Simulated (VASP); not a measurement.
Si2Mo:

```
Mo Si
1.0
    -1.61060    1.61060    3.95653
     1.61060   -1.61060    3.95653
     1.61060    1.61060   -3.95653
Mo Si
1 2
Cartesian
  0.0000 0.0000 0.0000
  0.0000 0.0000 5.2780
  0.0000 0.0000 2.6350
```

Base run:

```yaml
Program: VASP 6.6.1
Functional: PBE
Potentials_or_basis: VASP PAW PBE potentials, release 64 (Mo_sv, Si)
Cutoff: 520 eV
k_mesh: 12 × 12 × 12
Occupations: fermi-dirac, width 0.05 eV
Spin: no spin polarisation
```

Its results: band gap on the k mesh zero (bands 11 and 12 overlap by 1.03 eV); pressure -1.7 GPa; largest force 0.305 eV/Å.

Task: The run is repeated on the same cell with these changes: functional from PBE to r2SCAN. What comes out?

Result: Band gap on the k mesh zero (bands 11 and 12 overlap by 1.11 eV); pressure -5.2 GPa; largest force 0.383 eV/Å.

Caveats: the cell stands under tension (at least some runs); the PAW data sets were made with another functional, which shifts forces and pressure a little (at least some runs).
